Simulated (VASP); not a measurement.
KCl, 2 atoms in the cell. The structure is cubic, space group Fm-3m (No. 225). Conventional cell: a = 6.584 Å, b = 6.584 Å, c = 6.584 Å, α = 90.00°, β = 90.00°, γ = 90.00°. K (site symmetry m-3m) has 6 Cl at 3.29 Å within 4.3 Å. Within 4.3 Å of Cl (site symmetry m-3m) lie 6 K at 3.29 Å.  This cell differs from its parent crystal: volume scaled by 1.10.

- Program: VASP 6.6.1
- Task: single point
- Functional: PBE
- Potentials or basis: VASP PAW PBE potentials, release 64 (K_sv, Cl)
- Cutoff: 520 eV
- k mesh: 6 × 6 × 6
- Occupations: gaussian, width 0.02 eV
- Spin: no spin polarisation
- Dipole correction: no
- Further INCAR settings: ALGO = Normal; EDIFF = 1e-06; NBANDS = 15

Potentials or basis: VASP PAW PBE potentials, release 64 (K_sv, Cl).

Command:

```sh
$ cat potpaw_PBE.64/K_sv/POTCAR potpaw_PBE.64/Cl/POTCAR > POTCAR
$ mpirun -np 1 vasp_std > vasp.out
```

Hardware: 1 thread of Intel Xeon 6975P-C, with other jobs on the host.

Question: Estimate the wall time of this run.

Answer: Wall time 14 s on 1 thread of Intel Xeon 6975P-C, with other jobs on the host, peak memory 0.21 GiB. Counts: scf iterations 13, k points 16.
